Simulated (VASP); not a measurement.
# GaN (rocksalt type) (Fm-3m) in VASP: a series of runs, part 2 of 2

VASP 6.6.1.

**5. Relaxation of cell and atoms, PBE, target pressure 18 GPa, at which the enthalpy is minimised**

The input, INCAR:

```
  PREC = Accurate
  ENCUT = 600
  EDIFF = 1E-6
  ISMEAR = -1
  SIGMA = 0.08
  LREAL = F
  LASPH = T
  NELM = 60
  ALGO = Normal
  ISIF = 3
  LWAVE = F
  LCHARG = F
  GGA = PE
  IBRION = 2
  NSW = 32
  EDIFFG = -0.005
  PSTRESS = 180.0
```

The input, KPOINTS:

```
regular mesh
0
Gamma
  16 16 16
```

The input, POSCAR:

```
GaN
1.0
    0.0000000000      2.0831165341      2.0831165341
    2.0831165341      0.0000000000      2.0831165341
    2.0831165341      2.0831165341      0.0000000000
Ga N
1 1
Direct
    0.0000000000      0.0000000000      0.0000000000
    0.5000000000      0.5000000000      0.5000000000
```

Potentials or basis: VASP PAW PBE potentials, release 64 (Ga_d, N).

Launch:

```
$ cat potpaw_PBE.64/Ga_d/POTCAR potpaw_PBE.64/N/POTCAR > POTCAR
$ mpirun -np 1 vasp_std > vasp.out
```

OUTCAR:

```text
PREC = Accurate
   ENCUT = 600
   EDIFF = 1E-6
   ISMEAR = -1
   LREAL = F
   LASPH = T
   NELM = 60
   ISIF = 3
   GGA = PE
   IBRION = 2
   NSW = 32
   EDIFFG = -0.005
   PSTRESS = 180.0

 ion  position               nearest neighbor table
   1  0.000  0.000  0.000-   2 2.08   2 2.08   2 2.08   2 2.08   2 2.08   2 2.08
   2  0.500  0.500  0.500-   1 2.08   1 2.08   1 2.08   1 2.08   1 2.08   1 2.08

  LATTYP: Found a face centered cubic cell.
 ALAT       =     4.1662330682

  Lattice vectors:

 A1 = (   0.0000000000,   2.0831165341,   2.0831165341)
 A2 = (   2.0831165341,   0.0000000000,   2.0831165341)
 A3 = (   2.0831165341,   2.0831165341,   0.0000000000)

Analysis of symmetry for initial positions (statically):
=====================================================================
 Subroutine PRICEL returns:
 Original cell was already a primitive cell.

 Routine SETGRP: Setting up the symmetry group for a
 face centered cubic supercell.

 Subroutine GETGRP returns: Found 48 space group operations
 (whereof 48 operations were pure point group operations)
 out of a pool of 48 trial point group operations.

The static configuration has the point symmetry O_h .

Analysis of symmetry for dynamics (positions and initial velocities):
=====================================================================
 Subroutine PRICEL returns:
 Original cell was already a primitive cell.

 Routine SETGRP: Setting up the symmetry group for a
 face centered cubic supercell.

 Subroutine GETGRP returns: Found 48 space group operations
 (whereof 48 operations were pure point group operations)
 out of a pool of 48 trial point group operations.

The dynamic configuration has the point symmetry O_h .

 Subroutine INISYM returns: Found 48 space group operations
 (whereof 48 operations are pure point group operations),
 and found     1 'primitive' translations

[... 125 lines left out ...]
 conjugate gradient relaxation of ions
 non-spin polarized calculation
  energy-cutoff  :      600.00
  volume of cell :       18.08
 maximum number of plane-waves:       620
   NGX = 11   NGY = 11   NGZ = 11

--------------------------------------- Ionic step        1  -------------------------------------------

 number of electron      17.9999996 magnetization

 Free energy of the ion-electron system (eV)
  ---------------------------------------------------
  ext. energy  EPLUGINS =         0.00000000
  ---------------------------------------------------
  free energy    TOTEN  =       -11.12892671 eV

  energy without entropy =      -11.12888195  energy(sigma->0) =      -11.12890433

------------------------ aborting loop because EDIFF is reached ----------------------------------------

  FORCE on cell =-STRESS in cart. coord.  units (eV):
  Direction    XX          YY          ZZ          XY          YZ          ZX
  --------------------------------------------------------------------------------------
  -------------------------------------------------------------------------------------
  Total        2.1161014      2.1161014      2.1161014      0.0000000      0.0000000      0.0000000
  in kB      187.5324238    187.5324238    187.5324238      0.0000000      0.0000000      0.0000000
  external PRESSURE =       7.5324238 kB  Pullay stress =     180.0000000 kB
[... 63 lines left out ...]
--------------------------------------- Ionic step        3  -------------------------------------------

 number of electron      17.9999997 magnetization

 Free energy of the ion-electron system (eV)
  ---------------------------------------------------
  ext. energy  EPLUGINS =         0.00000000
  ---------------------------------------------------
  free energy    TOTEN  =       -11.13423939 eV

  energy without entropy =      -11.13419037  energy(sigma->0) =      -11.13421488

 E-fermi :   8.9795     XC(G=0): -13.3127

 val. band max:        8.4196612710   @ k =  -0.1875   0.1875   0.0000
 cond. band min:       9.2697779684   @ k =   0.5000   0.5000   0.0000
 fundamental gap:      0.8501166974
 Fermi energy:         8.9795307739

 k-point     1 :       0.0000    0.0000    0.0000
  band No.  band energies     occupation
      1      -9.3030      2.00000
      2      -5.5604      2.00000
      3      -5.5604      2.00000
      4      -5.5604      2.00000
      5      -5.4555      2.00000
      6      -5.4555      2.00000
      7       7.8578      2.00000
      8       7.8578      2.00000
      9       7.8578      2.00000
     10      11.1292      0.00000
     11      23.3804      0.00000
     12      23.3804      0.00000
     13      23.3804      0.00000
[... 354 lines left out ...]
  band No.  band energies     occupation
      1      -9.0922      2.00000
      2      -5.5712      2.00000
      3      -5.5490      2.00000
      4      -5.5466      2.00000
      5      -5.4884      2.00000
      6      -5.4544      2.00000
      7       6.7805      2.00000
      8       7.6430      2.00000
      9       7.9943      1.99999
     10      12.0964      0.00000
     11      21.0804      0.00000
     12      21.9928      0.00000
     13      23.2195      0.00000

 [... further k-points ...]
[... 5 lines left out ...]
  --------------------------------------------------------------------------------------
  -------------------------------------------------------------------------------------
  Total        2.0358886      2.0358886      2.0358886      0.0000000      0.0000000      0.0000000
  in kB      179.9623503    179.9623503    179.9623503      0.0000000      0.0000000      0.0000000
  external PRESSURE =      -0.0376497 kB  Pullay stress =     180.0000000 kB
[... 21 lines left out ...]
  energy  without entropy=      -11.1341903662  energy(sigma->0) =      -11.13421488

  enthalpy is  TOTEN    =        -9.0979248387 eV   P V=        2.0363145469

 reached required accuracy - stopping structural energy minimisation
```

OSZICAR:

```text
N       E                     dE             d eps       ncg     rms          rms(c)
DAV:   1     0.830847551324E+02    0.83085E+02   -0.10583E+04  4247   0.286E+03
[... 21 lines left out ...]
       N       E                     dE             d eps       ncg     rms          rms(c)
DAV:   1    -0.111359923788E+02    0.53455E-02   -0.25030E-02  4355   0.458E+00    0.257E-01
DAV:   2    -0.111346641730E+02    0.13282E-02   -0.20376E-03  4545   0.163E+00    0.123E-01
DAV:   3    -0.111342734225E+02    0.39075E-03   -0.53767E-04  4574   0.873E-01    0.235E-02
DAV:   4    -0.111342416761E+02    0.31746E-04   -0.61397E-05  4966   0.117E-01    0.632E-03
DAV:   5    -0.111342393299E+02    0.23463E-05   -0.11614E-06  2977   0.184E-02    0.105E-03
DAV:   6    -0.111342393856E+02   -0.55772E-07   -0.25257E-07  1900   0.982E-03
   3 F= -.90979248E+01 E0= -.90979003E+01  d E =-.104259E-03
```

CONTCAR:

```text
GaN
   1.00000000000000
     0.0000000000000000    2.0848956112086534    2.0848956112086534
     2.0848956112086534    0.0000000000000000    2.0848956112086534
     2.0848956112086534    2.0848956112086534    0.0000000000000000
  Ga              N
     1     1
Direct
     0.0000000000000000    0.0000000000000000    0.0000000000000000
     0.5000000000000000    0.5000000000000000    0.5000000000000000

  0.00000000E+00  0.00000000E+00  0.00000000E+00
  0.00000000E+00  0.00000000E+00  0.00000000E+00
```

Wall time 2.5 min (1 thread of AMD EPYC 7R43 (Zen 3), shared host); peak memory 0.14 GiB.

What came out:

| Quantity | Value |
| --- | --- |
| Free energy | -11.1342 eV |
| Relaxed volume | 9.06 Å³/atom |
| Relaxed cell | a = 2.948 Å, b = 2.948 Å, c = 2.948 Å, α = 60.00°, β = 60.00°, γ = 60.00° |
| Space group after relaxing (to 0.05 Å) | Fm-3m (No. 225) |
| Energy change on relaxing (the enthalpy is what falls) | -2.7 meV/atom |
| Ionic steps | 3 |
| Pressure after relaxing | 18.0 GPa |
| Band gap on the k mesh | 0.85 eV, indirect (least direct gap 3.27 eV) |

Step by step:
```
step  energy change (eV)  largest force (eV/Å)  pressure (GPa)  volume (Å³)
   1              0.0000                0.0000           18.75        18.08
   2             -0.0124                0.0000           16.95        18.19
   3             -0.0053                0.0000           18.00        18.13
```

Final structure:
```cif
data_structure
_symmetry_space_group_name_H-M 'P 1'
_symmetry_Int_Tables_number 1
_cell_length_a 2.9485
_cell_length_b 2.9485
_cell_length_c 2.9485
_cell_angle_alpha 60.000
_cell_angle_beta 60.000
_cell_angle_gamma 60.000
_cell_volume 18.13
loop_
_atom_site_label
_atom_site_type_symbol
_atom_site_fract_x
_atom_site_fract_y
_atom_site_fract_z
_atom_site_occupancy
Ga1 Ga 0.00000 0.00000 0.00000 1
N1 N 0.50000 0.50000 0.50000 1
```

Caveat: the cell is relaxed towards a set pressure, so the enthalpy falls and the energy may rise. A hybrid or GW would open this gap; PBE tends to underestimate it.
